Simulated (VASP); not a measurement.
# InSb (sol) (F-43m) in VASP: a series of runs

The runs below take InSb (sol) through single point, relaxation of cell and atoms, with PBEsol.

Program: VASP 6.6.1. These are calculated values, not measurements. Logs are shortened: lines on timing, memory, paths and dates and some standing lists are left out, and cuts for length are marked.

**1. The cell of the first run**

The structure is cubic, space group F-43m (No. 216). Conventional cell: a = 6.521 Å, b = 6.521 Å, c = 6.521 Å, α = 90.00°, β = 90.00°, γ = 90.00°. Within 3.7 Å of In (site symmetry -43m) lie 4 Sb at 2.82 Å. Within 3.7 Å of Sb (site symmetry -43m) lie 4 In at 2.82 Å.

**2. Single point, PBEsol**

Contents of INCAR:

```
PREC = Accurate ; ENCUT = 520
EDIFF = 1E-7 ; ISMEAR = -1
SIGMA = 0.15 ; LREAL = False
LASPH = True ; NELM = 100
ALGO = Normal ; ISIF = 2
LWAVE = False ; LCHARG = True
GGA = PS ; LELF = True
LVHAR = True ; NBANDS = 16
```

Contents of KPOINTS:

```
Automatic mesh
0
Gamma
  12 12 12
```

Contents of POSCAR:

```
InSb
1.0
    0.0000000000      3.2604198825      3.2604198825
    3.2604198825      0.0000000000      3.2604198825
    3.2604198825      3.2604198825      0.0000000000
In Sb
1 1
Direct
    0.0000000000      0.0000000000      0.0000000000
    0.7500000000      0.7500000000      0.7500000000
```

Potentials or basis: VASP PAW PBE potentials, release 64 (In_d, Sb).

On the command line:

```console
cat potpaw_PBE.64/In_d/POTCAR potpaw_PBE.64/Sb/POTCAR > POTCAR
mpirun -np 1 vasp_std > vasp.out
```

OUTCAR:

```text
PREC = Accurate
   ENCUT = 520
   EDIFF = 1E-7
   ISMEAR = -1
   LREAL = False
   LASPH = True
   NELM = 100
   ISIF = 2
   GGA = PS

 ion  position               nearest neighbor table
   1  0.000  0.000  0.000-   2 2.82   2 2.82   2 2.82   2 2.82
   2  0.750  0.750  0.750-   1 2.82   1 2.82   1 2.82   1 2.82

  LATTYP: Found a face centered cubic cell.
 ALAT       =     6.5208397650

  Lattice vectors:

 A1 = (   0.0000000000,   3.2604198825,   3.2604198825)
 A2 = (   3.2604198825,   0.0000000000,   3.2604198825)
 A3 = (   3.2604198825,   3.2604198825,   0.0000000000)

Analysis of symmetry for initial positions (statically):
=====================================================================
 Subroutine PRICEL returns:
 Original cell was already a primitive cell.

 Routine SETGRP: Setting up the symmetry group for a
 face centered cubic supercell.

 Subroutine GETGRP returns: Found 24 space group operations
 (whereof 24 operations were pure point group operations)
 out of a pool of 48 trial point group operations.

The static configuration has the point symmetry T_d .

Analysis of symmetry for dynamics (positions and initial velocities):
=====================================================================
 Subroutine PRICEL returns:
 Original cell was already a primitive cell.

 Routine SETGRP: Setting up the symmetry group for a
 face centered cubic supercell.

 Subroutine GETGRP returns: Found 24 space group operations
 (whereof 24 operations were pure point group operations)
 out of a pool of 48 trial point group operations.

The dynamic configuration has the point symmetry T_d .

 Subroutine INISYM returns: Found 24 space group operations
 (whereof 24 operations are pure point group operations),
 and found     1 'primitive' translations

----------------------------------------------------------------------------------------

                                     Primitive cell

  volume of cell :      69.3187

  direct lattice vectors                    reciprocal lattice vectors
     0.000000000  3.260419882  3.260419882    -0.153354481  0.153354481  0.153354481
     3.260419882  0.000000000  3.260419882     0.153354481 -0.153354481  0.153354481
     3.260419882  3.260419882  0.000000000     0.153354481  0.153354481 -0.153354481

  length of vectors
[... 74 lines left out ...]
   ISTART =      0    job   : 0-new  1-cont  2-samecut
   ICHARG =      2    charge: 1-file 2-atom 10-const
   ISPIN  =      1    spin polarized calculation?
   LNONCOLLINEAR =      F non collinear calculations
   LSORBIT =      F    spin-orbit coupling
   LASPH  =      T    aspherical Exc in radial PAW
   ENCUT  =  520.0 eV  38.22 Ry    6.18 a.u.   8.57  8.57  8.57*2*pi/ulx,y,z
   NELM   =    100;   NELMIN=  2; NELMDL= -5     # of ELM steps
   EDIFF  = 0.1E-06   stopping-criterion for ELM
   LREAL  =      F    real-space projection
   EDIFFG = 0.1E-05   stopping-criterion for IOM
   NSW    =      0    number of steps for IOM
   IBRION =     -1    ionic relax: 0-MD 1-quasi-New 2-CG
   NFREE  =      0    steps in history (QN), initial steepest desc. (CG)
   ISIF   =      2    stress and relaxation
   ISYM   =      2    0-nonsym 1-usesym 2-fastsym
   POTIM  = 0.5000    time-step for ionic-motion
   TEBEG  =    0.0;   TEEND  =   0.0 temperature during run
   PSTRESS=    0.0 pullay stress
   NELECT =      18.0000    total number of electrons
   NUPDOWN=      -1.0000    fix difference up-down
   EMIN   =  10.00;   EMAX   =-10.00  energy-range for DOS
   EFERMI =   0.00;   METHOD = LEGACY
   ISMEAR =    -1;   SIGMA  =   0.15  broadening in eV -4-tet -1-fermi 0-gaus
   EFERMI_NEDOS =   21; number of points for ismear=-14 and -15
   IALGO  =     38    algorithm
   IMIX   =      4    mixing-type and parameters
     AMIX     =   0.40;   BMIX     =  1.00
     AMIX_MAG =   1.60;   BMIX_MAG =  1.00
  volume/ion in A,a.u.               =      34.66       233.89
  Fermi-wavevector in a.u.,A,eV,Ry     =   1.044437  1.973699 14.841889  1.090848
  Thomas-Fermi vector in A             =   2.179189
   LORBIT       =      0    0 simple, 1 ext, 2 COOP (PROOUT), +10 PAW based schemes
   GGA     = PS    functional components
   LHFCALC =     F    Hartree Fock is set to
   AEXX    =    0.0000 exact exchange contribution
   IVDW    =     0    specifies the selected vdW correction
   LEPSILON=     F    determine dielectric tensor
   LRPA    =     F    only Hartree local field effects (RPA)
 non-spin polarized calculation
  energy-cutoff  :      520.00
  volume of cell :       69.32
 maximum number of plane-waves:      1893
 NGX is ok and might be reduce to    36
   NGX = 17   NGY = 17   NGZ = 17

 number of electron      17.9999994 magnetization

 Free energy of the ion-electron system (eV)
  ---------------------------------------------------
  ext. energy  EPLUGINS =         0.00000000
  ---------------------------------------------------
  free energy    TOTEN  =        -7.70278265 eV

  energy without entropy =       -7.69571563  energy(sigma->0) =       -7.69924914

 E-fermi :   4.9986     XC(G=0):  -8.7877

 val. band max:        4.7585650297   @ k =   0.0000   0.0000   0.0000
 cond. band min:       5.1980177883   @ k =   0.5000   0.0000   0.0000
 fundamental gap:      0.4394527585
 Fermi energy:         4.9985662070

 k-point     1 :       0.0000    0.0000    0.0000
  band No.  band energies     occupation
      1      -9.7384      2.00000
      2      -9.7384      2.00000
      3      -9.7384      2.00000
      4      -9.6570      2.00000
      5      -9.6570      2.00000
      6      -5.8691      2.00000
[... 433 lines left out ...]
      3      -9.7150      2.00000
      4      -9.6584      2.00000
      5      -9.6560      2.00000
      6      -4.3934      2.00000
[... 8 lines left out ...]
     15      12.9330      0.00000
     16      13.1923      0.00000

 [... further k-points ...]
[... 5 lines left out ...]
  --------------------------------------------------------------------------------------
  -------------------------------------------------------------------------------------
  Total        0.0017230      0.0017230      0.0017230     -0.0000000      0.0000000     -0.0000000
  in kB        0.0398239      0.0398239      0.0398239     -0.0000000      0.0000000     -0.0000000
  external PRESSURE =       0.0398239 kB  Pullay stress =       0.0000000 kB

 VOLUME and BASIS-vectors are now :
 -----------------------------------------------------------------------------
  energy-cutoff  :      520.00
  volume of cell :       69.32
      direct lattice vectors                 reciprocal lattice vectors
     0.000000000  3.260419882  3.260419882    -0.153354481  0.153354481  0.153354481
     3.260419882  0.000000000  3.260419882     0.153354481 -0.153354481  0.153354481
     3.260419882  3.260419882  0.000000000     0.153354481  0.153354481 -0.153354481

 POSITION                                       TOTAL-FORCE (eV/Angst)
 -----------------------------------------------------------------------------------
      0.00000      0.00000      0.00000         0.000000      0.000000      0.000000
      4.89063      4.89063      4.89063         0.000000     -0.000000     -0.000000
 -----------------------------------------------------------------------------------
    total drift:                                0.000000      0.000000      0.000000

  FREE ENERGIE OF THE ION-ELECTRON SYSTEM (eV)
  ---------------------------------------------------
  free  energy   TOTEN  =        -7.7027826463 eV

  energy  without entropy=       -7.6957156265  energy(sigma->0) =       -7.69924914
```

OSZICAR:

```text
N       E                     dE             d eps       ncg     rms          rms(c)
DAV:   1     0.113992625171E+03    0.11399E+03   -0.78086E+03  2304   0.111E+03
DAV:   2    -0.677283875865E+00   -0.11467E+03   -0.11098E+03  2664   0.284E+02
DAV:   3    -0.763887017476E+01   -0.69616E+01   -0.69392E+01  2912   0.713E+01
DAV:   4    -0.783216384687E+01   -0.19329E+00   -0.19326E+00  2944   0.140E+01
DAV:   5    -0.784310166653E+01   -0.10938E-01   -0.10938E-01  3488   0.267E+00    0.393E+00
DAV:   6    -0.772516587149E+01    0.11794E+00   -0.17348E-01  3408   0.677E+00    0.223E+00
DAV:   7    -0.770314941681E+01    0.22016E-01   -0.64325E-02  3184   0.260E+00    0.597E-01
DAV:   8    -0.770237485493E+01    0.77456E-03   -0.73474E-03  3032   0.979E-01    0.248E-01
DAV:   9    -0.770278559214E+01   -0.41074E-03   -0.83442E-04  2784   0.249E-01    0.812E-02
DAV:  10    -0.770276228530E+01    0.23307E-04   -0.46136E-05  3088   0.468E-02    0.355E-02
DAV:  11    -0.770278207018E+01   -0.19785E-04   -0.34602E-05  2688   0.484E-02    0.225E-02
DAV:  12    -0.770278268951E+01   -0.61933E-06   -0.12914E-06  2960   0.832E-03    0.599E-03
DAV:  13    -0.770278264626E+01    0.43246E-07   -0.59296E-07  2784   0.581E-03
   1 F= -.77027826E+01 E0= -.76992491E+01  d E =-.706702E-02
```

stdout:

```text
POSCAR found type information on POSCAR InSb
 POSCAR found :  2 types and       2 ions
 scaLAPACK will be used
 -----------------------------------------------------------------------------
|                                                                             |
|                                                                             |
|     You enforced a specific xc type in the INCAR file but a different       |
|     I HOPE YOU KNOW WHAT YOU ARE DOING!                                     |
|                                                                             |
 -----------------------------------------------------------------------------

 LDA part: xc-table for (Slater+PW92), standard interpolation
 POSCAR, INCAR and KPOINTS ok, starting setup
 FFT: planning ... GRIDC
 FFT: planning ... GRID_SOFT
 FFT: planning ... GRID
 WAVECAR not read
 entering main loop
```

It took 47 s on 1 thread of AMD EPYC 9R45 (Zen 5), shared host; peak memory 0.22 GiB.

Results:

```
Free energy            : -7.7028 eV
Pressure               : 0.0 GPa
Band gap on the k mesh : zero (filled and empty bands touch)
```

Caveat: the PAW data sets were made with another functional, which shifts forces and pressure a little; spin-orbit coupling is left out, which moves the levels of the heavy elements.

(Part 1 of 2 ends here.)
